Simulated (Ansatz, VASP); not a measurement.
**One calculation of Sc, two programs**

```
CELL_PARAMETERS angstrom
3.35234 0.00000 0.00000
-1.67617 2.90321 0.00000
0.00000 0.00000 5.33732
ATOMIC_POSITIONS crystal
Sc 0.33333 0.66667 0.25000
Sc 0.66667 0.33333 0.75000
```

Change from the starting cell: volume scaled by 1.04, PAW files.

Alike in both runs: task electric field gradients; functional LDA; k mesh 13 × 13 × 7; occupations fermi-dirac, width 0.03 eV; no spin polarisation.

```csv
,VASP,Ansatz
version,VASP 6.6.1,Ansatz 0.2.0
potentials or method,"VASP PAW LDA potentials, release 64 (Sc_sv)","PAW with Ansatz's default frozen-core files, scalar-relativistic"
plane-wave cutoff (eV),520,420
valence electrons in the cell,22,22
```

```tsv
	VASP	Ansatz	Ansatz less VASP
pressure (GPa)	-6.8	-6.9	-0.04
traceless stress, the component that is largest in VASP (GPa)	-1.10	-1.10	0.000
size of Vzz on the site where it differs most (V/Å²)	8.6	7.7	-0.85
```

LDA's correlation is that of Perdew and Zunger in VASP and of Perdew and Wang (1992) in Ansatz.
